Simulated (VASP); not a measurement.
Input of a VASP 6.6.1 run:

The input INCAR:

```
SYSTEM = CaO
PREC = Accurate
ENCUT = 520
EDIFF = 1E-6
ISMEAR = -1
SIGMA = 0.05
LREAL = .False.
LASPH = .True.
NELM = 100
ALGO = Normal
ISIF = 2
LWAVE = .False.
LCHARG = .False.
GGA = PE
NBANDS = 15
```

KPOINTS

```
Automatic mesh
0
Gamma
  11 11 11
  0 0 0
```

The input POSCAR:

```
CaO
1.0
    0.0000000000      2.6042333196      2.6042333196
    2.6042333196      0.0000000000      2.6042333196
    2.6042333196      2.6042333196      0.0000000000
Ca O
1 1
Direct
    0.0000000000      0.0000000000      0.0000000000
    0.2500000000      0.2500000000      0.2500000000
```

Potentials or basis: VASP PAW PBE potentials, release 64 (Ca_sv, O).

The run is started by

```bash
$ cat potpaw_PBE.64/Ca_sv/POTCAR potpaw_PBE.64/O/POTCAR > POTCAR
$ mpirun -np 1 vasp_std > vasp.out
```

Q: What does it give for the pressure?

A: 2.1 GPa.

Q: What does it give for the band gap on the k mesh?

A: 3.35 eV, indirect (least direct gap 3.97 eV).

 A k mesh can miss the band edges.
